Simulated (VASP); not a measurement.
# SiC (Pmma) in VASP: further runs

The runs below take SiC through single point, relaxation of cell and atoms, with PBE.

Program: VASP 6.6.1. These are calculated values, not measurements. Logs are shortened: lines on timing, memory, paths and dates and some standing lists are left out, and cuts for length are marked.

## 1. The cell of the first run

Symmetry: Pmma, No. 51, orthorhombic system. Conventional cell: a = 5.889 Å, b = 3.353 Å, c = 3.175 Å, α = 90.00°, β = 90.00°, γ = 90.00°. Si (site symmetry mm2) has 6 C at 1.85 to 2.52 Å and 4 Si at 2.50 Å within 2.6 Å. Si (site symmetry 2/m) has 4 C at 1.68 to 1.85 Å within 2.2 Å. C (site symmetry mm2) has 6 Si at 1.85 to 2.52 Å and 4 C at 2.50 Å within 2.6 Å. C (site symmetry 2/m) has 4 Si at 1.68 to 1.85 Å within 2.2 Å.

The cell was generated, and may not be a known phase.

## 2. Single point, PBE

The input, INCAR:

```
SYSTEM = SiC
  PREC = Accurate
  ENCUT = 520
  EDIFF = 1E-7
  ISMEAR = 0
  SIGMA = 0.1
  LREAL = .False.
  LASPH = .True.
  NELM = 60
  ALGO = Normal
  ISIF = 2
  LWAVE = .False.
  LCHARG = .False.
  GGA = PE
  NBANDS = 26
```

The input, KPOINTS:

```
regular mesh
0
Gamma
  4 6 6
  0 0 0
```

The input, POSCAR:

```
SiC
1.0
    5.8890424500      0.0000000000      0.0000000000
    0.0000000000      3.3531438300      0.0000000000
    0.0000000000      0.0000000000      3.1749726700
Si C
4 4
Direct
    0.7500000000      0.0000000000      0.3554073800
    0.0000000000      0.5000000000      0.0000000000
    0.2500000000      0.0000000000      0.6445926200
    0.5000000000      0.5000000000      0.0000000000
    0.7500000000      0.5000000000      0.6445926200
    0.0000000000      0.0000000000      0.0000000000
    0.2500000000      0.5000000000      0.3554073800
    0.5000000000      0.0000000000      0.0000000000
```

Potentials or basis: VASP PAW PBE potentials, release 64 (Si, C).

The run is started by

```sh
$ cat potpaw_PBE.64/Si/POTCAR potpaw_PBE.64/C/POTCAR > POTCAR
$ mpirun -np 1 vasp_std > vasp.out
```

OUTCAR:

```text
SYSTEM = SiC
   PREC = Accurate
   ENCUT = 520
   EDIFF = 1E-7
   ISMEAR = 0
   LREAL = .False.
   LASPH = .True.
   NELM = 60
   ISIF = 2
   GGA = PE

 ion  position               nearest neighbor table
   1  0.750  0.000  0.355-   6 1.85   8 1.85   5 1.91   5 1.91   2 2.50   2 2.50   4 2.50   4 2.50
                             6 2.52   8 2.52   4 3.03   4 3.03   2 3.03   2 3.03   3 3.08   3 3.08
   2  0.000  0.500  0.000-   6 1.68   6 1.68   7 1.85   5 1.85   1 2.50   1 2.50   3 2.50   3 2.50
                             7 2.52   5 2.52   4 2.94   4 2.94   3 3.03   3 3.03   1 3.03   1 3.03
   3  0.250  0.000  0.645-   6 1.85   8 1.85   7 1.91   7 1.91   2 2.50   2 2.50   4 2.50   4 2.50
                             8 2.52   6 2.52   4 3.03   2 3.03   2 3.03   4 3.03   1 3.08   1 3.08
   4  0.500  0.500  0.000-   8 1.68   8 1.68   5 1.85   7 1.85   1 2.50   1 2.50   3 2.50   3 2.50
                             7 2.52   5 2.52   2 2.94   2 2.94   3 3.03   3 3.03   1 3.03   1 3.03
   5  0.750  0.500  0.645-   2 1.85   4 1.85   1 1.91   1 1.91   4 2.52   2 2.52
   6  0.000  0.000  0.000-   2 1.68   2 1.68   3 1.85   1 1.85   1 2.52   3 2.52
   7  0.250  0.500  0.355-   2 1.85   4 1.85   3 1.91   3 1.91   2 2.52   4 2.52
   8  0.500  0.000  0.000-   4 1.68   4 1.68   1 1.85   3 1.85   1 2.52   3 2.52

  LATTYP: Found a simple orthorhombic cell.
 ALAT       =     3.1749726700
 B/A-ratio  =     1.0561173838
 C/A-ratio  =     1.8548324858

  Lattice vectors:

 A1 = (   0.0000000000,   0.0000000000,  -3.1749726700)
 A2 = (   0.0000000000,   3.3531438300,   0.0000000000)
 A3 = (   5.8890424500,   0.0000000000,   0.0000000000)

Analysis of symmetry for initial positions (statically):
=====================================================================
 Subroutine PRICEL returns:
 Original cell was already a primitive cell.

 Routine SETGRP: Setting up the symmetry group for a
 simple orthorhombic supercell.

 Subroutine GETGRP returns: Found  8 space group operations
 (whereof  4 operations were pure point group operations)
 out of a pool of  8 trial point group operations.

The static configuration has the point symmetry C_2h.
 The point group associated with its full space group is D_2h.

Analysis of symmetry for dynamics (positions and initial velocities):
=====================================================================
 Subroutine PRICEL returns:
 Original cell was already a primitive cell.

 Routine SETGRP: Setting up the symmetry group for a
 simple orthorhombic supercell.

 Subroutine GETGRP returns: Found  8 space group operations
 (whereof  4 operations were pure point group operations)
 out of a pool of  8 trial point group operations.

The dynamic configuration has the point symmetry C_2h.
 The point group associated with its full space group is D_2h.

 Subroutine INISYM returns: Found  8 space group operations
 (whereof  4 operations are pure point group operations),
 and found     1 'primitive' translations

----------------------------------------------------------------------------------------

                                     Primitive cell

  volume of cell :      62.6956

  direct lattice vectors                    reciprocal lattice vectors
     5.889042450  0.000000000  0.000000000     0.169806893  0.000000000  0.000000000
     0.000000000  3.353143830  0.000000000     0.000000000  0.298227589  0.000000000
     0.000000000  0.000000000  3.174972670     0.000000000  0.000000000  0.314963341

  length of vectors
     5.889042450  3.353143830  3.174972670     0.169806893  0.298227589  0.314963341

  position of ions in fractional coordinates (direct lattice)
     0.750000000  0.000000000  0.355407380
     0.000000000  0.500000000  0.000000000
     0.250000000  0.000000000  0.644592620
     0.500000000  0.500000000  0.000000000
     0.750000000  0.500000000  0.644592620
     0.000000000  0.000000000  0.000000000
     0.250000000  0.500000000  0.355407380
     0.500000000  0.000000000  0.000000000

  ion indices of the primitive-cell ions
   primitive index   ion index
                 1           1
                 2           2
                 3           3
                 4           4
                 5           5
                 6           6
                 7           7
                 8           8

----------------------------------------------------------------------------------------

 KPOINTS: regular mesh

Automatic generation of k-mesh.
 Grid dimensions read from file:
 generate k-points for:    4    6    6

 Generating k-lattice:

  Cartesian coordinates                     Fractional coordinates (reciprocal lattice)
     0.042451723  0.000000000  0.000000000     0.250000000  0.000000000  0.000000000
     0.000000000  0.049704598  0.000000000     0.000000000  0.166666667  0.000000000
     0.000000000  0.000000000  0.052493890     0.000000000  0.000000000  0.166666667

  Length of vectors
     0.042451723  0.049704598  0.052493890

  Shift w.r.t. Gamma in fractional coordinates (k-lattice)
     0.000000000  0.000000000  0.000000000

 Subroutine IBZKPT returns following result:
 ===========================================

 Found     48 irreducible k-points:

 Following reciprocal coordinates:
            Coordinates               Weight
  0.000000  0.000000  0.000000      1.000000
  0.250000  0.000000  0.000000      2.000000
  0.500000  0.000000  0.000000      1.000000
  0.000000  0.166667  0.000000      2.000000
  0.250000  0.166667  0.000000      4.000000
  0.500000  0.166667  0.000000      2.000000
[... 16 lines left out ...]
  0.250000  0.500000  0.166667      4.000000
  0.500000  0.500000  0.166667      2.000000
 [... further k-points ...]
   k-points           NKPTS =     48   k-points in BZ     NKDIM =     48   number of bands    NBANDS=     26
   number of dos      NEDOS =    301   number of ions     NIONS =      8
   total plane-waves  NPLWV =  32256
   dimension x,y,z NGX =    48 NGY =   28 NGZ =   24
   dimension x,y,z NGXF=    96 NGYF=   56 NGZF=   48
   ions per type =               4   4
   NGX,Y,Z   is equivalent  to a cutoff of  13.55, 13.88, 12.57 a.u.
   NGXF,Y,Z  is equivalent  to a cutoff of  27.10, 27.76, 25.13 a.u.
 SYSTEM =  SiC
   PREC   = accura    normal or accurate (medium, high low for compatibility)
[... 9 lines left out ...]
   LREAL  =      F    real-space projection
   EDIFFG = 0.1E-05   stopping-criterion for IOM
   NSW    =      0    number of steps for IOM
   IBRION =     -1    ionic relax: 0-MD 1-quasi-New 2-CG
   NFREE  =      0    steps in history (QN), initial steepest desc. (CG)
   ISIF   =      2    stress and relaxation
   ISYM   =      2    0-nonsym 1-usesym 2-fastsym
   POTIM  = 0.5000    time-step for ionic-motion
   TEBEG  =    0.0;   TEEND  =   0.0 temperature during run
   PSTRESS=    0.0 pullay stress
   NELECT =      32.0000    total number of electrons
   NUPDOWN=      -1.0000    fix difference up-down
   EMIN   =  10.00;   EMAX   =-10.00  energy-range for DOS
   EFERMI =   0.00;   METHOD = LEGACY
   ISMEAR =     0;   SIGMA  =   0.10  broadening in eV -4-tet -1-fermi 0-gaus
   EFERMI_NEDOS =   21; number of points for ismear=-14 and -15
   IALGO  =     38    algorithm
   IMIX   =      4    mixing-type and parameters
     AMIX     =   0.40;   BMIX     =  1.00
     AMIX_MAG =   1.60;   BMIX_MAG =  1.00
  volume/ion in A,a.u.               =       7.84        52.89
  Fermi-wavevector in a.u.,A,eV,Ry     =   1.308316  2.472358 23.288954  1.711690
  Thomas-Fermi vector in A             =   2.438991
   LORBIT       =      0    0 simple, 1 ext, 2 COOP (PROOUT), +10 PAW based schemes
   GGA     = PE    functional components
   LHFCALC =     F    Hartree Fock is set to
   AEXX    =    0.0000 exact exchange contribution
   IVDW    =     0    specifies the selected vdW correction
   LEPSILON=     F    determine dielectric tensor
   LRPA    =     F    only Hartree local field effects (RPA)
 non-spin polarized calculation
 Gauss-broadening in eV      SIGMA  =   0.10
  energy-cutoff  :      520.00
  volume of cell :       62.70
 maximum number of plane-waves:      1728
 NGX is ok and might be reduce to    48
   NGX = 21   NGY = 13   NGZ = 11

 number of electron      31.9999998 magnetization

 Free energy of the ion-electron system (eV)
  ---------------------------------------------------
  ext. energy  EPLUGINS =         0.00000000
  ---------------------------------------------------
  free energy    TOTEN  =       -48.01063582 eV

  energy without entropy =      -48.00469212  energy(sigma->0) =      -48.00766397

 E-fermi :  13.7188     XC(G=0): -12.8545

 val. band max:       13.6830096853   @ k =   0.0000   0.3333   0.0000
 cond. band min:      13.7406593692   @ k =   0.0000   0.0000   0.0000
 fundamental gap:      0.0576496839
 Fermi energy:        13.7187867328

 k-point     1 :       0.0000    0.0000    0.0000
  band No.  band energies     occupation
      1      -6.1597      2.00000
      2      -2.7503      2.00000
      3      -2.2418      2.00000
      4       3.3691      2.00000
      5       4.0740      2.00000
      6       5.5577      2.00000
[... 18 lines left out ...]
     25      21.1929      0.00000
     26      21.7570      0.00000

 k-point     2 :       0.2500    0.0000    0.0000
  band No.  band energies     occupation
      1      -5.9253      2.00000
      2      -4.0844      2.00000
      3      -0.5637      2.00000
      4       2.9749      2.00000
      5       4.2741      2.00000
      6       5.6014      2.00000
[... 18 lines left out ...]
     25      20.4207      0.00000
     26      21.1742      0.00000

 k-point     3 :       0.5000    0.0000    0.0000
  band No.  band energies     occupation
      1      -5.2271      2.00000
      2      -5.2271      2.00000
      3       1.4715      2.00000
      4       1.4715      2.00000
      5       4.8570      2.00000
      6       4.8570      2.00000
[... 18 lines left out ...]
     25      20.7166      0.00000
     26      20.7166      0.00000

 k-point     4 :       0.0000    0.1667    0.0000
  band No.  band energies     occupation
      1      -5.8380      2.00000
      2      -2.4639      2.00000
      3      -1.9374      2.00000
      4       1.2557      2.00000
      5       4.6591      2.00000
      6       4.8941      2.00000
[... 18 lines left out ...]
     25      21.4805      0.00000
     26      21.6577      0.00000
[... 496 lines left out ...]
      1      -3.1713      2.00000
      2      -2.8096      2.00000
      3      -0.6956      2.00000
      4       0.1344      2.00000
      5       1.5206      2.00000
      6       1.7900      2.00000
[... 18 lines left out ...]
     25      21.4482      0.00000
     26      21.5172      0.00000

 k-point    23 :       0.2500    0.5000    0.1667
  band No.  band energies     occupation
      1      -2.9577      2.00000
      2      -2.5827      2.00000
      3      -1.3894      2.00000
      4      -0.8432      2.00000
      5       2.8089      2.00000
      6       2.8256      2.00000
[... 18 lines left out ...]
     25      21.1335      0.00000
     26      21.7029      0.00000

 k-point    24 :       0.5000    0.5000    0.1667
  band No.  band energies     occupation
      1      -2.3336      2.00000
      2      -2.3336      2.00000
      3      -1.9114      2.00000
      4      -1.9114      2.00000
      5       4.5956      2.00000
      6       4.5956      2.00000
[... 18 lines left out ...]
     25      22.5983      0.00000
     26      22.5983      0.00000

 [... further k-points ...]

------------------------ aborting loop because EDIFF is reached ----------------------------------------

  FORCE on cell =-STRESS in cart. coord.  units (eV):
  Direction    XX          YY          ZZ          XY          YZ          ZX
  --------------------------------------------------------------------------------------
  -------------------------------------------------------------------------------------
  Total       20.8582049     50.6600262     10.3048429      0.0000000      0.0000000      0.0000000
  in kB      533.0287721   1294.6105251    263.3389494      0.0000000      0.0000000      0.0000000
  external PRESSURE =     696.9927489 kB  Pullay stress =       0.0000000 kB

 VOLUME and BASIS-vectors are now :
 -----------------------------------------------------------------------------
  energy-cutoff  :      520.00
  volume of cell :       62.70
      direct lattice vectors                 reciprocal lattice vectors
     5.889042450  0.000000000  0.000000000     0.169806893  0.000000000  0.000000000
     0.000000000  3.353143830  0.000000000     0.000000000  0.298227589  0.000000000
     0.000000000  0.000000000  3.174972670     0.000000000  0.000000000  0.314963341

 POSITION                                       TOTAL-FORCE (eV/Angst)
 -----------------------------------------------------------------------------------
      4.41678      0.00000      1.12841         0.000000     -0.000000      2.661159
      0.00000      1.67657      0.00000         0.000000     -0.000000      0.000000
      1.47226      0.00000      2.04656        -0.000000      0.000000     -2.661159
      2.94452      1.67657      0.00000         0.000000     -0.000000      0.000000
      4.41678      1.67657      2.04656         0.000000     -0.000000     -5.221662
      0.00000      0.00000      0.00000         0.000000     -0.000000      0.000000
      1.47226      1.67657      1.12841        -0.000000      0.000000      5.221662
      2.94452      0.00000      0.00000         0.000000     -0.000000      0.000000
 -----------------------------------------------------------------------------------
    total drift:                                0.000000      0.000000      0.000000

  FREE ENERGIE OF THE ION-ELECTRON SYSTEM (eV)
  ---------------------------------------------------
  free  energy   TOTEN  =       -48.0106358249 eV

  energy  without entropy=      -48.0046921232  energy(sigma->0) =      -48.00766397
```

It took 40 s on 1 thread of Intel Xeon 6975P-C (Granite Rapids), shared host; peak memory 0.2 GiB.

What came out:

| Quantity | Value |
| --- | --- |
| Free energy | -48.0106 eV |
| Pressure | 69.7 GPa |
| Largest force | 5.222 eV/Å |
| Band gap on the k mesh | zero (bands 16 and 17 overlap by 1.04 eV) |

Forces in eV/Å, atoms in the order of the input:
```
Si   0.000  0.000  2.661
Si   0.000  0.000  0.000
Si   0.000  0.000 -2.661
Si   0.000  0.000  0.000
C    0.000  0.000 -5.222
C    0.000  0.000  0.000
C    0.000  0.000  5.222
C    0.000  0.000  0.000
```

Stress tensor (GPa, compression positive):
```
 53.30   0.00   0.00
  0.00 129.46   0.00
  0.00   0.00  26.33
```

Caveat: the stress differs along the axes, from 26 to 129 GPa; forces of over 1 eV/Å act on the atoms, so gaps and moduli don't describe the material at rest.

## 3. Relaxation of cell and atoms, PBE

The input, INCAR:

```
SYSTEM = SiC
PREC     = Accurate       ! precision mode
ENCUT    = 600            ! plane-wave cutoff, eV
EDIFF    = 1E-6           ! SCF threshold, eV
ISMEAR   = 0              ! smearing method
SIGMA    = 0.1            ! smearing width, eV
LREAL    = .FALSE.        ! projectors in reciprocal space
LASPH    = .TRUE.         ! aspherical terms in the spheres
NELM     = 80             ! most SCF steps
ALGO     = Normal         ! electronic algorithm
ISIF     = 3              ! what is computed and relaxed
LWAVE    = .FALSE.        ! write WAVECAR
LCHARG   = .FALSE.        ! write CHGCAR
GGA      = PE             ! functional
IBRION   = 2              ! ionic algorithm
NSW      = 90             ! ionic steps
EDIFFG   = -0.04          ! ionic threshold
```

The input, KPOINTS:

```
regular mesh
0
G
  4 6 6
  0 0 0
```

POSCAR is that of step 2.

Potentials or basis: VASP PAW PBE potentials, release 64 (Si, C).

The run is started by

```sh
$ cat potpaw_PBE.64/Si/POTCAR potpaw_PBE.64/C/POTCAR > POTCAR
$ mpirun -np 1 vasp_std > vasp.out
```

Run time: 5.1 min. Hardware: 1 thread of Intel Xeon 6975P-C (Granite Rapids), shared host; peak memory 0.22 GiB.

The run converged. Its results:

| Property | Result |
| --- | --- |
| Free energy | -54.2833 eV |
| Relaxed volume | 8.34 Å³/atom |
| Relaxed cell | a = 5.759 Å, b = 4.023 Å, c = 2.880 Å, α = 90.00°, β = 90.00°, γ = 90.00° |
| Space group after relaxing (to 0.1 Å) | Fm-3m (No. 225) |
| Energy gained by relaxing | 783.1 meV/atom |
| Ionic steps | 20 |
| Pressure after relaxing | -0.4 GPa |
| Largest force after relaxing | 0.030 eV/Å |
| Band gap on the k mesh | zero (bands 16 and 17 overlap by 1.02 eV) |

Forces on the atoms (eV/Å):
```
Si   0.000  0.000 -0.030
Si   0.000  0.000  0.000
Si   0.000  0.000  0.030
Si   0.000  0.000  0.000
C    0.000  0.000 -0.010
C    0.000  0.000  0.000
C    0.000  0.000  0.010
C    0.000  0.000  0.000
```

Stress tensor (GPa, compression positive):
```
-0.57  0.00  0.00
 0.00 -0.31  0.00
 0.00  0.00 -0.30
```

The path:
```
step  energy change (eV)  largest force (eV/Å)  pressure (GPa)  volume (Å³)
   1              0.0000                5.2220           69.50        62.70
   2             -1.0632                0.1632          -36.96        97.75
   3             -4.2933                1.9600          -13.33        78.07
   4             -4.3055                2.0822          -11.15        77.31
   5             -4.3061                2.1339          -10.23        77.00
   6             -5.2320                1.3262           -6.33        72.84
   7             -5.7552                1.4040           19.97        62.75
   8             -5.8954                1.2770            6.61        66.39
   9             -5.9095                1.3302            9.29        65.46
  10             -6.1771                0.4740           -5.57        68.48
  11             -6.1797                0.5561           -4.45        68.15
  12             -6.2369                0.2491            1.20        66.37
  13             -6.2372                0.2375            0.75        66.49
  14             -6.2548                0.2042            0.11        66.60
  15             -6.2554                0.1955            0.00        66.63
  16             -6.2620                0.1204           -0.17        66.66
  17             -6.2625                0.0906           -0.23        66.68
  18             -6.2642                0.0586            0.29        66.54
  19             -6.2643                0.0575            0.40        66.51
  20             -6.2649                0.0303           -0.39        66.71
```

Final structure:
```cif
data_structure
_symmetry_space_group_name_H-M 'P 1'
_symmetry_Int_Tables_number 1
_cell_length_a 5.7589
_cell_length_b 4.0227
_cell_length_c 2.8796
_cell_angle_alpha 90.000
_cell_angle_beta 90.000
_cell_angle_gamma 90.000
_cell_volume 66.71
loop_
_atom_site_label
_atom_site_type_symbol
_atom_site_fract_x
_atom_site_fract_y
_atom_site_fract_z
_atom_site_occupancy
Si1 Si 0.75000 0.00000 0.50171 1
Si2 Si 0.00000 0.50000 0.00000 1
Si3 Si 0.25000 0.00000 0.49829 1
Si4 Si 0.50000 0.50000 0.00000 1
C1 C 0.75000 0.50000 0.50069 1
C2 C 0.00000 0.00000 0.00000 1
C3 C 0.25000 0.50000 0.49931 1
C4 C 0.50000 0.00000 0.00000 1
```

Levels at points of the mesh, in eV from the Fermi level:
```csv
k point,band 14,band 15,band 16,band 17,band 18,band 19
"(0.00, 0.00, 0.00)",-1.17,-0.14,0.05,0.05,2.46,3.89
"(0.50, 0.00, 0.00)",-2.27,0.08,0.08,0.99,0.99,7.38
"(0.00, 0.50, 0.00)",-1.09,-1.02,-1.02,2.61,2.61,4.61
"(0.50, 0.50, 0.00)",-1.73,-1.73,-1.73,3.87,3.87,3.87
"(0.00, 0.00, 0.50)",-4.16,-1.41,-1.41,-0.91,-0.91,2.57
"(0.50, 0.00, 0.50)",-4.67,-4.67,-4.67,2.10,2.10,2.12
"(0.00, 0.50, 0.50)",-1.09,-1.02,-1.02,4.67,4.67,5.09
"(0.50, 0.50, 0.50)",-3.34,-3.34,-3.34,4.01,4.01,4.01
```

Caveat: a cell axis changed by over 15 % at a fixed basis, so the end point is rough.

The gap in the log of VASP goes by the Fermi energy; the results here count the filled bands.